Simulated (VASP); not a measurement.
# P (P2/m) in VASP: a series of runs

P is run at these levels: PBEsol; tasks: single point.

Everything below comes from runs of VASP 6.6.1. Logs are shortened: lines on timing, memory, paths and dates and some standing lists are left out, and cuts for length are marked.

## (1) The cell of the first run

The typed cell holds 2 atoms: a = 2.337 Å, b = 2.337 Å, c = 5.176 Å, α = 90.00°, β = 89.97°, γ = 90.00°.

## (2) Single point, PBEsol (strain -0.040 along x and y, +0.080 along z)

File INCAR:

```
PREC = Accurate
ENCUT = 520
EDIFF = 1E-7
ISMEAR = 0
SIGMA = 0.15
LREAL = False
LASPH = True
NELM = 60
ALGO = Normal
ISIF = 2
LWAVE = False
LCHARG = True
GGA = PS
LELF = True
LVHAR = True
NBANDS = 12
```

File KPOINTS:

```
regular mesh
0
Gamma
  24 24 12
```

File POSCAR:

```
P
1.0
    2.3373476768      0.0000000000      0.0056644987
    0.0000000000      2.3372404693      0.0000000000
   -0.0095061187      0.0000000000      5.1763833569
P
2
Direct
    0.0000000000      0.0000000000      0.2500000000
    1.0000000000      0.0000000000      0.7500000000
```

Potentials or basis: VASP PAW PBE potentials, release 64 (P).

Run with:

```
$ cat potpaw_PBE.64/P/POTCAR > POTCAR
$ mpirun -np 1 vasp_std > vasp.out
```

OUTCAR:

```text
PREC = Accurate
   ENCUT = 520
   EDIFF = 1E-7
   ISMEAR = 0
   LREAL = False
   LASPH = True
   NELM = 60
   ISIF = 2
   GGA = PS

 ion  position               nearest neighbor table
   1  0.000  0.000  0.250-   2 2.59   2 2.59
   2  0.000  0.000  0.750-   1 2.59   1 2.59

  LATTYP: Found a simple monoclinic cell.
 ALAT       =     2.3373545407
 B/A-ratio  =     0.9999511964
 C/A-ratio  =     2.2146371017
 COS(beta)  =    -0.0005870299

  Lattice vectors:

 A1 = (   2.3373476768,   0.0000000000,   0.0056644987)
 A2 = (   0.0000000000,  -2.3372404693,   0.0000000000)
 A3 = (   0.0095061187,   0.0000000000,  -5.1763833569)

Analysis of symmetry for initial positions (statically):
=====================================================================
 Subroutine PRICEL returns following result:

  LATTYP: Found a simple monoclinic cell.
 ALAT       =     2.3373545407
 B/A-ratio  =     0.9999511964
 C/A-ratio  =     1.1073185509
 COS(beta)  =    -0.0005870299

  Lattice vectors:

 A1 = (   2.3373476768,   0.0000000000,   0.0056644987)
 A2 = (   0.0000000000,  -2.3372404693,   0.0000000000)
 A3 = (   0.0047530593,   0.0000000000,  -2.5881916785)

   2 primitive cells build up your supercell.

 Routine SETGRP: Setting up the symmetry group for a
 simple monoclinic supercell.

 Subroutine GETGRP returns: Found  4 space group operations
 (whereof  4 operations were pure point group operations)
 out of a pool of  4 trial point group operations.

The static configuration has the point symmetry C_2h.

Analysis of symmetry for dynamics (positions and initial velocities):
=====================================================================
 Subroutine PRICEL returns following result:

  LATTYP: Found a simple monoclinic cell.
 ALAT       =     2.3373545407
 B/A-ratio  =     0.9999511964
 C/A-ratio  =     1.1073185509
 COS(beta)  =    -0.0005870299

  Lattice vectors:

 A1 = (   2.3373476768,   0.0000000000,   0.0056644987)
 A2 = (   0.0000000000,  -2.3372404693,   0.0000000000)
 A3 = (   0.0047530593,   0.0000000000,  -2.5881916785)

   2 primitive cells build up your supercell.

 Routine SETGRP: Setting up the symmetry group for a
 simple monoclinic supercell.

 Subroutine GETGRP returns: Found  4 space group operations
 (whereof  4 operations were pure point group operations)
 out of a pool of  4 trial point group operations.

The dynamic configuration has the point symmetry C_2h.

 Subroutine INISYM returns: Found  4 space group operations
 (whereof  4 operations are pure point group operations),
 and found     2 'primitive' translations

----------------------------------------------------------------------------------------

                                     Primitive cell

  volume of cell :      14.1392

  direct lattice vectors                    reciprocal lattice vectors
     2.337347677  0.000000000  0.005664499     0.427833462  0.000000000  0.000785691
     0.000000000 -2.337240469  0.000000000     0.000000000 -0.427854991  0.000000000
     0.004753059  0.000000000 -2.588191678     0.000936353  0.000000000 -0.386368428

  length of vectors
     2.337354541  2.337240469  2.588196043     0.427834184  0.427854991  0.386369562

  position of ions in fractional coordinates (direct lattice)
     1.000000000  0.000000000  0.500000000

  ion indices of the primitive-cell ions
   primitive index   ion index
                 1           1

----------------------------------------------------------------------------------------

 KPOINTS: regular mesh

Automatic generation of k-mesh.
 Grid dimensions read from file:
 generate k-points for:   24   24   12

 Generating k-lattice:

  Cartesian coordinates                     Fractional coordinates (reciprocal lattice)
     0.017826394  0.000000000  0.000032737     0.041666667  0.000000000 -0.000000000
     0.000000000  0.017827291  0.000000000     0.000000000  0.041666667  0.000000000
    -0.000039015  0.000000000  0.016098684    -0.000000000  0.000000000  0.083333333

  Length of vectors
     0.017826424  0.017827291  0.016098732

  Shift w.r.t. Gamma in fractional coordinates (k-lattice)
     0.000000000  0.000000000  0.000000000

 Subroutine IBZKPT returns following result:
 ===========================================

 Found   1898 irreducible k-points:

 Following reciprocal coordinates:
            Coordinates               Weight
  0.000000  0.000000  0.000000      1.000000
  0.041667  0.000000  0.000000      2.000000
  0.083333  0.000000 -0.000000      2.000000
  0.125000  0.000000 -0.000000      2.000000
  0.166667  0.000000  0.000000      2.000000
  0.208333  0.000000 -0.000000      2.000000
[... 16 lines left out ...]
  0.375000  0.041667 -0.000000      4.000000
  0.416667  0.041667 -0.000000      4.000000
 [... further k-points ...]
   k-points           NKPTS =   1898   k-points in BZ     NKDIM =   1898   number of bands    NBANDS=     12
   number of dos      NEDOS =    301   number of ions     NIONS =      2
   total plane-waves  NPLWV =  12960
   dimension x,y,z NGX =    18 NGY =   18 NGZ =   40
   dimension x,y,z NGXF=    36 NGYF=   36 NGZF=   80
   ions per type =               2
   NGX,Y,Z   is equivalent  to a cutoff of  12.80, 12.80, 12.85 a.u.
   NGXF,Y,Z  is equivalent  to a cutoff of  25.61, 25.61, 25.69 a.u.
 SYSTEM =  unknown system
   PREC   = accura    normal or accurate (medium, high low for compatibility)
   ISTART =      0    job   : 0-new  1-cont  2-samecut
   ICHARG =      2    charge: 1-file 2-atom 10-const
   ISPIN  =      1    spin polarized calculation?
   LNONCOLLINEAR =      F non collinear calculations
   LSORBIT =      F    spin-orbit coupling
   LASPH  =      T    aspherical Exc in radial PAW
   ENCUT  =  520.0 eV  38.22 Ry    6.18 a.u.   4.35  4.35  9.62*2*pi/ulx,y,z
   NELM   =     60;   NELMIN=  2; NELMDL= -5     # of ELM steps
   EDIFF  = 0.1E-06   stopping-criterion for ELM
   LREAL  =      F    real-space projection
   EDIFFG = 0.1E-05   stopping-criterion for IOM
   NSW    =      0    number of steps for IOM
   IBRION =     -1    ionic relax: 0-MD 1-quasi-New 2-CG
   NFREE  =      0    steps in history (QN), initial steepest desc. (CG)
   ISIF   =      2    stress and relaxation
   ISYM   =      2    0-nonsym 1-usesym 2-fastsym
   POTIM  = 0.5000    time-step for ionic-motion
   TEBEG  =    0.0;   TEEND  =   0.0 temperature during run
   PSTRESS=    0.0 pullay stress
   NELECT =      10.0000    total number of electrons
   NUPDOWN=      -1.0000    fix difference up-down
   EMIN   =  10.00;   EMAX   =-10.00  energy-range for DOS
   EFERMI =   0.00;   METHOD = LEGACY
   ISMEAR =     0;   SIGMA  =   0.15  broadening in eV -4-tet -1-fermi 0-gaus
   EFERMI_NEDOS =   21; number of points for ismear=-14 and -15
   IALGO  =     38    algorithm
   IMIX   =      4    mixing-type and parameters
     AMIX     =   0.40;   BMIX     =  1.00
     AMIX_MAG =   1.60;   BMIX_MAG =  1.00
  volume/ion in A,a.u.               =      14.14        95.42
  Fermi-wavevector in a.u.,A,eV,Ry     =   1.157683  2.187704 18.234948  1.340231
  Thomas-Fermi vector in A             =   2.294293
   LORBIT       =      0    0 simple, 1 ext, 2 COOP (PROOUT), +10 PAW based schemes
   GGA     = PS    functional components
   LHFCALC =     F    Hartree Fock is set to
   AEXX    =    0.0000 exact exchange contribution
   IVDW    =     0    specifies the selected vdW correction
   LEPSILON=     F    determine dielectric tensor
   LRPA    =     F    only Hartree local field effects (RPA)
 non-spin polarized calculation
 Gauss-broadening in eV      SIGMA  =   0.15
  energy-cutoff  :      520.00
  volume of cell :       28.28
 maximum number of plane-waves:       783
 NGX is ok and might be reduce to    18
   NGX =  9   NGY =  9   NGZ = 19

 number of electron      10.0000004 magnetization

 Free energy of the ion-electron system (eV)
  ---------------------------------------------------
  ext. energy  EPLUGINS =         0.00000000
  ---------------------------------------------------
  free energy    TOTEN  =       -11.40777188 eV

  energy without entropy =      -11.39926246  energy(sigma->0) =      -11.40351717

 E-fermi :  10.0053     XC(G=0): -11.4944

 val. band max:       10.0029539790   @ k =   0.2083   0.2500   0.3333
 cond. band min:      10.0093440632   @ k =  -0.2917   0.4167   0.2500
 fundamental gap:      0.0063900842
 Fermi energy:        10.0053350244

 k-point     1 :       0.0000    0.0000    0.0000
  band No.  band energies     occupation
      1      -6.8938      2.00000
      2      -3.6291      2.00000
      3       1.1326      2.00000
      4      12.4497      0.00000
      5      15.7283      0.00000
      6      16.6195      0.00000
      7      16.6218      0.00000
      8      17.3831      0.00000
      9      18.6658      0.00000
     10      18.6681      0.00000
     11      19.1308      0.00000
     12      25.0167      0.00000

 k-point     2 :       0.0417    0.0000    0.0000
  band No.  band energies     occupation
      1      -6.8496      2.00000
      2      -3.5850      2.00000
      3       1.1741      2.00000
      4      12.4864      0.00000
      5      15.1455      0.00000
      6      16.0524      0.00000
      7      16.6573      0.00000
      8      17.4446      0.00000
      9      18.4586      0.00000
     10      18.7018      0.00000
     11      20.2427      0.00000
     12      25.1267      0.00000

 k-point     3 :       0.0833    0.0000   -0.0000
  band No.  band energies     occupation
      1      -6.7168      2.00000
      2      -3.4529      2.00000
      3       1.2981      2.00000
      4      12.5962      0.00000
      5      13.6364      0.00000
      6      15.9627      0.00000
      7      16.0952      0.00000
      8      16.7634      0.00000
      9      18.8024      0.00000
     10      19.6884      0.00000
     11      21.3961      0.00000
     12      23.4147      0.00000
[... 286 lines left out ...]
 k-point    23 :       0.3750    0.0417   -0.0000
  band No.  band energies     occupation
      1      -3.3859      2.00000
      2      -0.1008      2.00000
      3       3.4163      2.00000
      4       4.2531      2.00000
      5       6.1811      2.00000
      6      12.6798      0.00000
      7      15.1387      0.00000
      8      17.7440      0.00000
      9      19.7502      0.00000
     10      20.6017      0.00000
     11      23.5587      0.00000
     12      24.7571      0.00000

 k-point    24 :       0.4167    0.0417   -0.0000
  band No.  band energies     occupation
      1      -2.6569      2.00000
      2       0.6693      2.00000
      3       2.2861      2.00000
      4       4.8000      2.00000
      5       5.0349      2.00000
      6      11.6879      0.00000
      7      15.5776      0.00000
      8      18.1403      0.00000
      9      20.2411      0.00000
     10      21.0249      0.00000
     11      22.7169      0.00000
     12      24.8513      0.00000

 [... further k-points ...]
[... 5 lines left out ...]
  --------------------------------------------------------------------------------------
  -------------------------------------------------------------------------------------
  Total        1.7007760      1.7027900     -1.9292501      0.0000000      0.0000000      0.0029779
  in kB       96.3612948     96.4754037   -109.3060080      0.0000000      0.0000000      0.1687183
  external PRESSURE =      27.8435635 kB  Pullay stress =       0.0000000 kB

 VOLUME and BASIS-vectors are now :
 -----------------------------------------------------------------------------
  energy-cutoff  :      520.00
  volume of cell :       28.28
      direct lattice vectors                 reciprocal lattice vectors
     2.337347677  0.000000000  0.005664499     0.427833462  0.000000000  0.000785691
     0.000000000  2.337240469  0.000000000     0.000000000  0.427854991  0.000000000
    -0.009506119  0.000000000  5.176383357    -0.000468177  0.000000000  0.193184214

 POSITION                                       TOTAL-FORCE (eV/Angst)
 -----------------------------------------------------------------------------------
     -0.00238      0.00000      1.29410         0.000000      0.000000      0.000000
     -0.00713      0.00000      3.88229        -0.000000      0.000000     -0.000000
 -----------------------------------------------------------------------------------
    total drift:                               -0.000000      0.000000      0.000000

  FREE ENERGIE OF THE ION-ELECTRON SYSTEM (eV)
  ---------------------------------------------------
  free  energy   TOTEN  =       -11.4077718796 eV

  energy  without entropy=      -11.3992624575  energy(sigma->0) =      -11.40351717
```

Wall time 3.1 min (1 thread of Intel Xeon 6975P-C (Granite Rapids), shared host); peak memory 0.55 GiB.

What came out:

```yaml
Free_energy: -11.4078 eV
Pressure: 2.8 GPa
Band_gap_on_the_k_mesh: zero (bands 5 and 6 overlap by 11.64 eV)
```

Stress tensor (GPa, compression positive):
```
  9.64   0.00   0.02
  0.00   9.65   0.00
  0.02   0.00 -10.93
```

Levels at points of the mesh, in eV from the Fermi level:
| k point | band 1 | band 2 | band 3 | band 4 | band 5 | band 6 | band 7 | band 8 | band 9 | band 10 |
| --- | --- | --- | --- | --- | --- | --- | --- | --- | --- | --- |
| (0.00, 0.00, 0.00) | -16.90 | -13.63 | -8.87 | 2.44 | 5.72 | 6.61 | 6.62 | 7.38 | 8.66 | 8.66 |
| (0.50, 0.00, 0.00) | -11.71 | -9.08 | -8.16 | -6.53 | -4.65 | 0.69 | 5.99 | 9.41 | 10.06 | 11.90 |
| (0.00, 0.50, 0.00) | -11.71 | -9.08 | -8.15 | -6.53 | -4.65 | 0.69 | 5.99 | 9.41 | 10.06 | 11.90 |
| (0.50, 0.50, 0.00) | -5.87 | -5.11 | -5.11 | -2.86 | -2.86 | -1.19 | -0.77 | 0.79 | 3.58 | 5.09 |
| (0.00, 0.00, 0.50) | -15.74 | -15.74 | -4.37 | -4.37 | 7.45 | 7.45 | 7.45 | 7.45 | 8.14 | 8.14 |
| (0.50, 0.00, 0.50) | -10.51 | -10.51 | -8.08 | -8.08 | -0.09 | -0.09 | 4.79 | 4.79 | 10.82 | 10.82 |
| (0.00, 0.50, 0.50) | -10.51 | -10.51 | -8.08 | -8.08 | -0.09 | -0.09 | 4.79 | 4.79 | 10.82 | 10.82 |
| (0.50, 0.50, 0.50) | -4.62 | -4.62 | -4.20 | -4.20 | -4.20 | -4.20 | 1.87 | 1.87 | 4.60 | 4.60 |

Caveat: the cell differs from its parent crystal (strain -0.040 along x and y, +0.080 along z); the stress differs along the axes, from -11 to 10 GPa; the PAW data sets were made with another functional, which shifts forces and pressure a little.

## (3) Single point, PBEsol (strain +0.040 along x and y, -0.080 along z)

File INCAR:

```
SYSTEM = P
ALGO = Normal ; EDIFF = 1E-6
ENCUT = 520 ; GGA = PS
ISIF = 2 ; ISMEAR = 0
LASPH = .True. ; LCHARG = .False.
LREAL = .False. ; LWAVE = .False.
NBANDS = 12 ; NELM = 100
PREC = Accurate ; SIGMA = 0.15
```

File KPOINTS:

```
k-points
0
Gamma
  24 24 12
  0 0 0
```

File POSCAR:

```
P
1.0
    2.5321266498      0.0000000000      0.0048253137
    0.0000000000      2.5320105085      0.0000000000
   -0.0102982953      0.0000000000      4.4095117485
P
2
Direct
    0.0000000000      0.0000000000      0.2500000000
    1.0000000000      0.0000000000      0.7500000000
```

Potentials or basis: VASP PAW PBE potentials, release 64 (P).

Run with:

```
$ cat potpaw_PBE.64/P/POTCAR > POTCAR
$ mpirun -np 1 vasp_std > vasp.out
```

Wall time 2.6 min (1 thread of Intel Xeon 6975P-C (Granite Rapids), shared host); peak memory 0.55 GiB.

Results (log left out):

* Free energy: -11.2226 eV
* Pressure: 5.4 GPa
* Band gap on the k mesh: zero (bands 5 and 6 overlap by 9.03 eV)

Stress tensor (GPa, compression positive):
```
-8.05  0.00 -0.06
 0.00 -8.05  0.00
-0.06  0.00 32.41
```

Levels at points of the mesh, in eV from the Fermi level:
| k point | band 3 | band 4 | band 5 | band 6 | band 7 | band 8 |
| --- | --- | --- | --- | --- | --- | --- |
| (0.00, 0.00, 0.00) | -9.14 | 3.15 | 3.15 | 5.86 | 6.61 | 7.70 |
| (0.50, 0.00, 0.00) | -6.48 | -6.24 | -3.80 | 0.89 | 5.52 | 8.69 |
| (0.00, 0.50, 0.00) | -6.47 | -6.24 | -3.80 | 0.89 | 5.52 | 8.69 |
| (0.50, 0.50, 0.00) | -5.99 | -4.08 | -1.12 | -1.12 | -1.10 | 0.49 |
| (0.00, 0.00, 0.50) | -1.32 | -1.32 | 4.67 | 4.67 | 4.67 | 4.67 |
| (0.50, 0.00, 0.50) | -7.29 | -7.29 | 1.67 | 1.67 | 6.97 | 6.97 |
| (0.00, 0.50, 0.50) | -7.29 | -7.29 | 1.67 | 1.67 | 6.96 | 6.96 |
| (0.50, 0.50, 0.50) | -4.37 | -4.37 | -4.37 | -4.37 | 2.28 | 2.28 |

Caveat: the cell differs from its parent crystal (strain +0.040 along x and y, -0.080 along z); the stress differs along the axes, from -8 to 32 GPa; the PAW data sets were made with another functional, which shifts forces and pressure a little.
